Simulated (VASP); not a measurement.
# MoP (P-6m2) in VASP: notebook, part 2 of 2

VASP 6.6.1.

## Step 3: Relaxation of shape and atoms at fixed volume, r2SCAN (13.55 Å³/atom)

This run uses another cell than the first one, of 13.55 Å³/atom.

POSCAR

```
MoP
1.0
    3.1624238463      0.0000000000      0.0000000000
   -1.5812119232      2.7387393884      0.0000000000
    0.0000000000      0.0000000000      3.1294633830
Mo P
1 1
Direct
    0.0000000000      0.0000000000      0.0000000000
    0.3333333333      0.6666666667      0.5000000000
```

INCAR.step1

```
ALGO     = Normal         # electronic algorithm
EDIFF    = 1E-5           # SCF threshold, eV
EDIFFG   = -0.005         # ionic threshold
ENCUT    = 550            # plane-wave cutoff, eV
GGA      = PE             # functional
GGA_COMPAT= F            
IBRION   = 2              # ionic algorithm
ISIF     = 3              # what is computed and relaxed
ISMEAR   = 0              # smearing method
LASPH    = T              # aspherical terms in the spheres
LCHARG   = F              # write CHGCAR
LREAL    = F              # projectors in reciprocal space
LWAVE    = T              # write WAVECAR
NELM     = 120            # most SCF steps
NELMIN   = 4            
NSW      = 100            # ionic steps
PREC     = Accurate       # precision mode
SIGMA    = 0.1            # smearing width, eV
```

INCAR.step2

```
ALGO     = Normal         # electronic algorithm
EDIFF    = 1E-7           # SCF threshold, eV
EDIFFG   = -0.01          # ionic threshold
ENCUT    = 550            # plane-wave cutoff, eV
GGA_COMPAT= F            
IBRION   = 2              # ionic algorithm
ISIF     = 4              # what is computed and relaxed
ISMEAR   = 0              # smearing method
ISTART   = 1            
LASPH    = T              # aspherical terms in the spheres
LCHARG   = F              # write CHGCAR
LMIXTAU  = T            
LREAL    = F              # projectors in reciprocal space
LWAVE    = F              # write WAVECAR
METAGGA  = R2SCAN         # meta-GGA
NELM     = 120            # most SCF steps
NELMIN   = 4            
NSW      = 50             # ionic steps
PREC     = Accurate       # precision mode
SIGMA    = 0.1            # smearing width, eV
```

KPOINTS

```
k-points
0
Gamma
  18 18 14
```

Potentials or basis: VASP PAW PBE potentials, release 64 (Mo_sv, P).

The run is started by

```console
> cat potpaw_PBE.64/Mo_sv/POTCAR potpaw_PBE.64/P/POTCAR > POTCAR
> cp INCAR.step1 INCAR
> mpirun -np 1 vasp_std > vasp.out
> cp INCAR.step2 INCAR
> mpirun -np 1 vasp_std > vasp.out
```

OUTCAR:

```text
EDIFF = 1E-7
   EDIFFG = -0.01
   ENCUT = 550
   IBRION = 2
   ISIF = 4
   ISMEAR = 0
   ISTART = 1
   LASPH = T
   LREAL = F
   METAGGA = R2SCAN
   NELM = 120
   NELMIN = 4
   NSW = 50
   PREC = Accurate

 ion  position               nearest neighbor table
   1  0.000  0.000  0.000-   2 2.40   2 2.40   2 2.40   2 2.40   2 2.40   2 2.40
   2  0.333  0.667  0.500-   1 2.40   1 2.40   1 2.40   1 2.40   1 2.40   1 2.40

  LATTYP: Found a hexagonal cell.
 ALAT       =     3.1624238463
 C/A-ratio  =     0.9895774681

  Lattice vectors:

 A1 = (   3.1624238463,   0.0000000000,   0.0000000000)
 A2 = (  -1.5812119232,   2.7387393884,   0.0000000000)
 A3 = (   0.0000000000,   0.0000000000,   3.1294633830)

Analysis of symmetry for initial positions (statically):
=====================================================================
 Subroutine PRICEL returns:
 Original cell was already a primitive cell.

 Routine SETGRP: Setting up the symmetry group for a
 hexagonal supercell.

 Subroutine GETGRP returns: Found 12 space group operations
 (whereof 12 operations were pure point group operations)
 out of a pool of 24 trial point group operations.

The static configuration has the point symmetry D_3h.

Analysis of symmetry for dynamics (positions and initial velocities):
=====================================================================
 Subroutine PRICEL returns:
 Original cell was already a primitive cell.

 Routine SETGRP: Setting up the symmetry group for a
 hexagonal supercell.

 Subroutine GETGRP returns: Found 12 space group operations
 (whereof 12 operations were pure point group operations)
 out of a pool of 24 trial point group operations.

The dynamic configuration has the point symmetry D_3h.

 Subroutine INISYM returns: Found 12 space group operations
 (whereof 12 operations are pure point group operations),
 and found     1 'primitive' translations

----------------------------------------------------------------------------------------

                                     Primitive cell

  volume of cell :      27.1045
[... 134 lines left out ...]
  ext. energy  EPLUGINS =         0.00000000
  ---------------------------------------------------
  free energy    TOTEN  =       -36.37718777 eV

  energy without entropy =      -36.37324937  energy(sigma->0) =      -36.37521857

------------------------ aborting loop because EDIFF is reached ----------------------------------------

  FORCE on cell =-STRESS in cart. coord.  units (eV):
  Direction    XX          YY          ZZ          XY          YZ          ZX
  --------------------------------------------------------------------------------------
  -------------------------------------------------------------------------------------
  Total        2.6678974      2.6678974      3.0298916     -0.0000000     -0.0000000      0.0000000
  in kB      157.7026721    157.7026721    179.1005883     -0.0000000     -0.0000000      0.0000000
  external PRESSURE =     164.8353109 kB  Pullay stress =       0.0000000 kB
[... 59 lines left out ...]
--------------------------------------- Ionic step        3  -------------------------------------------

 number of electron      19.0000002 magnetization

 Free energy of the ion-electron system (eV)
  ---------------------------------------------------
  ext. energy  EPLUGINS =         0.00000000
  ---------------------------------------------------
  free energy    TOTEN  =       -36.37796182 eV

  energy without entropy =      -36.37411968  energy(sigma->0) =      -36.37604075

 E-fermi :  12.8106     XC(G=0): -13.8702

 val. band max:       12.8104070414   @ k =   0.2778   0.1111   0.2143
 cond. band min:      12.8117140586   @ k =   0.3333   0.0000   0.2143
 fundamental gap:      0.0013070172
 Fermi energy:        12.8106063012

 k-point     1 :       0.0000    0.0000    0.0000
  band No.  band energies     occupation
      1     -50.2688      2.00000
      2     -23.7156      2.00000
      3     -23.4732      2.00000
      4     -23.4732      2.00000
      5      -2.2276      2.00000
      6       8.1624      2.00000
      7       9.1567      2.00000
      8       9.1567      2.00000
      9      12.0070      2.00000
     10      13.1064      0.00003
     11      13.1064      0.00003
     12      17.4688      0.00000
     13      17.4688      0.00000
[... 354 lines left out ...]
  band No.  band energies     occupation
      1     -50.2189      2.00000
      2     -23.9164      2.00000
      3     -23.6488      2.00000
      4     -23.6123      2.00000
      5       0.7418      2.00000
      6       5.1478      2.00000
      7       8.4166      2.00000
      8       8.4372      2.00000
      9      11.4851      2.00000
     10      11.9417      2.00000
     11      14.3840      0.00000
     12      15.4478      0.00000
     13      18.4910      0.00000

 [... further k-points ...]

------------------------ aborting loop because EDIFF is reached ----------------------------------------

  FORCE on cell =-STRESS in cart. coord.  units (eV):
  Direction    XX          YY          ZZ          XY          YZ          ZX
  --------------------------------------------------------------------------------------
  -------------------------------------------------------------------------------------
  Total        2.7511863      2.7511863      2.7514234     -0.0000000     -0.0000000      0.0000000
  in kB      162.6259814    162.6259814    162.6399935     -0.0000000     -0.0000000      0.0000000
  external PRESSURE =     162.6306521 kB  Pullay stress =       0.0000000 kB
[... 17 lines left out ...]
  FREE ENERGIE OF THE ION-ELECTRON SYSTEM (eV)
  ---------------------------------------------------
  free  energy   TOTEN  =       -36.3779618219 eV

  energy  without entropy=      -36.3741196756  energy(sigma->0) =      -36.37604075

 reached required accuracy - stopping structural energy minimisation
```

It took 32 min on 1 thread of Oxide Virtual Turin-like, shared host; peak memory 0.22 GiB.

What came out:

```yaml
Free_energy: -36.3780 eV
Energy_gained_by_relaxing: 0.4 meV/atom
Ionic_steps: 3
Pressure_after_relaxing: 16.3 GPa
Band_gap_on_the_k_mesh: zero (an odd number of electrons rules out a gap without spin polarisation)
```

Step by step:
| step | energy change (eV) | largest force (eV/Å) | pressure (GPa) | volume (Å³) |
| --- | --- | --- | --- | --- |
| 1 | 0.0000 | 0.0000 | 16.48 | 27.10 |
| 2 | -0.0007 | 0.0000 | 16.16 | 27.10 |
| 3 | -0.0008 | 0.0000 | 16.26 | 27.10 |

Final structure:
```
Mo P
1.0
     3.15568    0.00000    0.00000
    -1.57784    2.73290    0.00000
     0.00000    0.00000    3.14286
Mo P
1 1
Direct
  0.00000 0.00000 0.00000
  0.33333 0.66667 0.50000
```

Levels at points of the mesh, in eV from the Fermi level:
| k point | band 6 | band 7 | band 8 | band 9 | band 10 | band 11 | band 12 | band 13 |
| --- | --- | --- | --- | --- | --- | --- | --- | --- |
| (0.00, 0.00, 0.00) | -4.65 | -3.65 | -3.65 | -0.80 | 0.30 | 0.30 | 4.66 | 4.66 |
| (0.50, 0.00, 0.00) | -7.92 | -4.49 | -4.17 | -1.35 | -0.53 | 2.04 | 2.90 | 5.11 |
| (0.00, 0.00, 0.50) | -8.59 | -3.04 | -3.04 | -1.88 | -1.88 | 1.60 | 3.25 | 3.25 |
| (0.50, 0.00, 0.50) | -6.76 | -5.75 | -4.95 | -1.16 | 1.73 | 2.24 | 4.15 | 5.83 |

Caveat: the PAW data sets were made with another functional, which shifts forces and pressure a little; an odd number of electrons without spin polarisation forces a metal; a magnetic or distorted state may lie lower.
